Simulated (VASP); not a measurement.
Here is a VASP 6.6.1 calculation.

File INCAR:

```
ALGO = Normal
EDIFF = 1E-7
ENCUT = 520
GGA = PE
ISIF = 2
ISMEAR = 0
IVDW = 12
LASPH = True
LCHARG = False
LREAL = False
LWAVE = False
NBANDS = 17
NELM = 60
PREC = Accurate
SIGMA = 0.02
```

Contents of KPOINTS:

```
k-points
0
Gamma
  10 10 10
```

Contents of POSCAR:

```
SnSe
1.0
    0.0000000000      2.9585771722      2.9585771722
    2.9585771722      0.0000000000      2.9585771722
    2.9585771722      2.9585771722      0.0000000000
Sn Se
1 1
Direct
    0.0000000000      0.0000000000      0.0000000000
    0.5000000000      0.5000000000      0.5000000000
```

Potentials or basis: VASP PAW PBE potentials, release 64 (Sn_d, Se).

Command:

```sh
$ cat potpaw_PBE.64/Sn_d/POTCAR potpaw_PBE.64/Se/POTCAR > POTCAR
$ mpirun -np 1 vasp_std > vasp.out
```

Task: Estimate the pressure.

Result: 1.7 GPa.

Task: What does it give for the band gap on the k mesh?

Result: 0.50 eV, indirect (least direct gap 0.60 eV).

Task: Predict the dispersion energy per atom.

Result: -0.373 eV.

Caveat: spin-orbit coupling is left out, which moves the levels of the heavy elements. A k mesh can miss the band edges.
